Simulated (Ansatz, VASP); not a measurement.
KTaO3: VASP beside Ansatz

```
K Ta O
1.0
     3.95023    0.00000    0.00000
     0.00000    3.95023    0.00000
     0.00000    0.00000    4.00492
K Ta O
1 1 3
Direct
  0.00000 0.00000 0.00000
  0.50000 0.50000 0.50000
  0.50000 0.50000 0.00000
  0.50000 0.00000 0.50000
  0.00000 0.50000 0.50000
```

Change from the starting cell: epitaxial_xy strain -1.0%.

Alike in both runs: task single point; functional HSE06; k mesh 4 × 4 × 4; no spin polarisation.

```csv
,VASP,Ansatz
version,VASP 6.6.1,Ansatz 0.2.0
potentials or method,"VASP PAW PBE potentials, release 64 (K_sv, Ta_pv, O)","plane waves, PAW"
plane-wave cutoff (eV),520,420
occupations,"gaussian, width 0.01 eV",fixed
valence electrons in the cell,38,40
```

Ansatz gave:

- gap on the k mesh at the Fermi level (eV): 3.60
- pressure (GPa): 3.0
- traceless stress, the component that is largest in VASP (GPa): -3.62

Problem. Which values does VASP return?

Solution. gap on the k mesh at the Fermi level (eV): 3.51; pressure (GPa): 3.4; traceless stress, the component that is largest in VASP (GPa): -3.66.

VASP's potentials hold 38 valence electrons a cell and Ansatz's 40, so a difference there can come from the potentials and not from the codes. Ansatz's warnings: stress exchange threshold loose, stress scf threshold loose.

Neither program's run includes spin-orbit coupling.
